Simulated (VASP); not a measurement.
# GaP (I-4m2) in VASP: further runs, part 2 of 2

VASP 6.6.1. The steps go on from the part before.

## (3) Single point, HSE06 (uniaxial z strain +3.0%)

POSCAR reads:

```
GaP
1.0
    0.0000000000      2.7253992874      2.8071612660
    2.7253992874      0.0000000000      2.8071612660
    2.7253992874      2.7253992874      0.0000000000
Ga P
1 1
Direct
    0.0000000000      0.0000000000      0.0000000000
    0.2500000000      0.2500000000      0.2500000000
```

INCAR.step1 reads:

```
ALGO     = Normal         # electronic algorithm
EDIFF    = 1E-5           # SCF threshold, eV
ENCUT    = 520            # plane-wave cutoff, eV
GGA      = PE             # functional
ISIF     = 2              # what is computed and relaxed
ISMEAR   = 0              # smearing method
LASPH    = T              # aspherical terms in the spheres
LCHARG   = F              # write CHGCAR
LREAL    = F              # projectors in reciprocal space
LWAVE    = T              # write WAVECAR
NBANDS   = 16             # bands
NELM     = 80             # most SCF steps
PREC     = Accurate       # precision mode
SIGMA    = 0.01           # smearing width, eV
```

INCAR.step2 reads:

```
ALGO     = Normal         # electronic algorithm
EDIFF    = 1E-7           # SCF threshold, eV
ENCUT    = 520            # plane-wave cutoff, eV
GGA      = PE             # functional
HFSCREEN = 0.2079         # screening, 1/A
ISIF     = 2              # what is computed and relaxed
ISMEAR   = 0              # smearing method
ISTART   = 1            
LASPH    = T              # aspherical terms in the spheres
LCHARG   = F              # write CHGCAR
LHFCALC  = T              # exact exchange
LREAL    = F              # projectors in reciprocal space
LWAVE    = F              # write WAVECAR
NBANDS   = 16             # bands
NELM     = 80             # most SCF steps
PREC     = Accurate       # precision mode
PRECFOCK = Normal       
SIGMA    = 0.01           # smearing width, eV
```

KPOINTS reads:

```
k-points
0
Gamma
  6 6 6
```

Potentials or basis: VASP PAW PBE potentials, release 64 (Ga_d, P).

Command:

```sh
$ cat potpaw_PBE.64/Ga_d/POTCAR potpaw_PBE.64/P/POTCAR > POTCAR
$ cp INCAR.step1 INCAR
$ mpirun -np 1 vasp_std > vasp.out
$ cp INCAR.step2 INCAR
$ mpirun -np 1 vasp_std > vasp.out
```

OUTCAR:

```text
EDIFF = 1E-7
   ENCUT = 520
   GGA = PE
   HFSCREEN = 0.2079
   ISIF = 2
   ISMEAR = 0
   ISTART = 1
   LASPH = T
   LHFCALC = T
   LREAL = F
   NELM = 80
   PREC = Accurate
   PRECFOCK = Normal

 ion  position               nearest neighbor table
   1  0.000  0.000  0.000-   2 2.38   2 2.38   2 2.38   2 2.38
   2  0.250  0.250  0.250-   1 2.38   1 2.38   1 2.38   1 2.38

  LATTYP: Found a body centered tetragonal cell.
 ALAT       =     3.8542966351
 C/A-ratio  =     1.4566399692

  Lattice vectors:

 A1 = (  -2.7253992874,   0.0000000000,   2.8071612660)
 A2 = (   2.7253992874,   0.0000000000,   2.8071612660)
 A3 = (   0.0000000000,   2.7253992874,  -2.8071612660)

Analysis of symmetry for initial positions (statically):
=====================================================================
 Subroutine PRICEL returns:
 Original cell was already a primitive cell.

 Routine SETGRP: Setting up the symmetry group for a
 body centered tetragonal supercell.

 Subroutine GETGRP returns: Found  8 space group operations
[... 170 lines left out ...]
  free energy    TOTEN  =       -10.76804660 eV

  energy without entropy =      -10.76804660  energy(sigma->0) =      -10.76804660

 E-fermi :   4.0331     XC(G=0):  -8.0523

 val. band max:        3.9815538267   @ k =   0.0000   0.0000   0.0000
 cond. band min:       6.2071577403   @ k =   0.5000   0.0000   0.5000
 fundamental gap:      2.2256039136
 Fermi energy:         4.0330682111

 k-point     1 :       0.0000    0.0000    0.0000
  band No.  band energies     occupation
      1     -13.1085      2.00000
      2     -13.0996      2.00000
      3     -13.0996      2.00000
      4     -13.0134      2.00000
      5     -13.0069      2.00000
      6      -9.6244      2.00000
[... 433 lines left out ...]
      3     -13.0568      2.00000
      4     -13.0330      2.00000
      5     -12.9940      2.00000
      6      -6.8727      2.00000
[... 8 lines left out ...]
     15      17.0355      0.00000
     16      18.4573      0.00000

 [... further k-points ...]

------------------------ aborting loop because EDIFF is reached ----------------------------------------

  FORCE on cell =-STRESS in cart. coord.  units (eV):
  Direction    XX          YY          ZZ          XY          YZ          ZX
  --------------------------------------------------------------------------------------
  -------------------------------------------------------------------------------------
  Total       -0.2953473     -0.2953473     -0.9533891      0.0000000     -0.0000000      0.0000000
  in kB      -11.3471269    -11.3471269    -36.6288365      0.0000000     -0.0000000      0.0000000
  external PRESSURE =     -19.7743635 kB  Pullay stress =       0.0000000 kB

 VOLUME and BASIS-vectors are now :
 -----------------------------------------------------------------------------
  energy-cutoff  :      520.00
  volume of cell :       41.70
      direct lattice vectors                 reciprocal lattice vectors
     0.000000000  2.725399287  2.807161266    -0.183459357  0.183459357  0.178115880
     2.725399287  0.000000000  2.807161266     0.183459357 -0.183459357  0.178115880
     2.725399287  2.725399287  0.000000000     0.183459357  0.183459357 -0.178115880

 POSITION                                       TOTAL-FORCE (eV/Angst)
 -----------------------------------------------------------------------------------
      0.00000      0.00000      0.00000         0.000000      0.000000      0.000000
      1.36270      1.36270      1.40358        -0.000000     -0.000000     -0.000000
 -----------------------------------------------------------------------------------
    total drift:                               -0.000001     -0.000000      0.000001

  FREE ENERGIE OF THE ION-ELECTRON SYSTEM (eV)
  ---------------------------------------------------
  free  energy   TOTEN  =       -10.7680466011 eV

  energy  without entropy=      -10.7680466011  energy(sigma->0) =      -10.76804660
```

OUTCAR.step1:

```text
EDIFF = 1E-5
   ENCUT = 520
   GGA = PE
   ISIF = 2
   ISMEAR = 0
[... 679 lines left out ...]
 -----------------------------------------------------------------------------------
      0.00000      0.00000      0.00000        -0.000000     -0.000000      0.000000
      1.36270      1.36270      1.40358         0.000000      0.000000      0.000000
 -----------------------------------------------------------------------------------
    total drift:                                0.000002      0.000002      0.000002

  FREE ENERGIE OF THE ION-ELECTRON SYSTEM (eV)
  ---------------------------------------------------
  free  energy   TOTEN  =        -9.1062459553 eV

  energy  without entropy=       -9.1062459553  energy(sigma->0) =       -9.10624596
```

Run time: 81 min. Hardware: 1 thread of Intel Xeon Platinum 8259CL at 2.50GHz (Skylake/Cascade Lake), shared host; peak memory 0.3 GiB.

Results:

```
Free energy            : -10.7680 eV
Pressure               : -2.0 GPa
Band gap on the k mesh : 2.23 eV (least direct gap 2.46 eV)
```

Caveat: the cell differs from its parent crystal (uniaxial z strain +3.0%); the PAW data sets were made with another functional, which shifts forces and pressure a little.
